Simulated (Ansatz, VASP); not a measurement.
## SnO: VASP beside Ansatz

File INCAR:

```
SYSTEM = SnO
ALGO = Normal ; EDIFF = 1E-6
ENCUT = 520 ; GGA = CA
ISIF = 2 ; ISMEAR = -1
LASPH = .True. ; LCHARG = .False.
LREAL = .False. ; LWAVE = .False.
NBANDS = 28 ; NELM = 60
PREC = Accurate ; SIGMA = 0.05
```

Contents of KPOINTS:

```
k-points
0
Gamma
  7 7 6
  0 0 0
```

POSCAR

```
SnO
1.0
    3.8884925471      0.0000000000      0.0000000000
    0.0000000000      3.8884925471      0.0000000000
    0.0000000000      0.0000000000      4.9827594627
Sn O
2 2
Direct
    0.5000000000      0.0000000000      0.7646261400
    0.0000000000      0.5000000000      0.2353738600
    0.0000000000      0.0000000000      0.0000000000
    0.5000000000      0.5000000000      0.0000000000
```

Contents of input.yaml:

```yaml
crystal:
  lattice:
    - [3.8884925471, 0.0, 0.0]
    - [0.0, 3.8884925471, 0.0]
    - [0.0, 0.0, 4.9827594627]
  atoms:
    - { symbol: Sn, position: [0.5, 0.0, 0.76462614] }
    - { symbol: Sn, position: [0.0, 0.5, 0.23537386] }
    - { symbol: O, position: [0.0, 0.0, 0.0] }
    - { symbol: O, position: [0.5, 0.5, 0.0] }
hamiltonian:
  xc: lda
  pseudopotentials: { kind: paw }
kpoints:
  mp_grid: { grid: [7, 7, 6] }
scf:
  occupations: { method: fermi_dirac, width: 0.05 }
output:
  forces: true
  stress: true
  eigenvalues: true
  write_density: true
  write_potential: true
  elf: true
  volumetric_format: npy
```

Alike in both runs: task single point; functional LDA; k mesh 7 × 7 × 6; occupations fermi-dirac, width 0.05 eV; no spin polarisation.

|  | VASP | Ansatz |
| --- | --- | --- |
| version | VASP 6.6.1 | Ansatz 0.2.0 |
| potentials or method | VASP PAW LDA potentials, release 64 (Sn_d, O) | Ansatz PAW |
| plane-wave cutoff (eV) | 520 | 420 |
| valence electrons in the cell | 40 | 40 |

|  | VASP | Ansatz | Ansatz less VASP |
| --- | --- | --- | --- |
| gap on the k mesh at the Fermi level (eV) | 0.62 | 0.64 | +0.015 |
| least direct gap on the mesh (eV) | 1.95 | 1.99 | +0.037 |
| pressure (GPa) | -7.5 | -7.8 | -0.23 |
| traceless stress, the component that is largest in VASP (GPa) | 1.08 | 1.06 | -0.022 |
| rms of the force components (eV/Å) | 0.352 | 0.389 | +0.0372 |

LDA's correlation is that of Perdew and Zunger in VASP and of Perdew and Wang (1992) in Ansatz. Atom by atom the forces differ by 0.037 eV/Å (rms over components).

Noted on Ansatz's run: odd divisions of the mesh miss points on the zone boundary, where band edges often lie, so the gap on the mesh can be too wide.
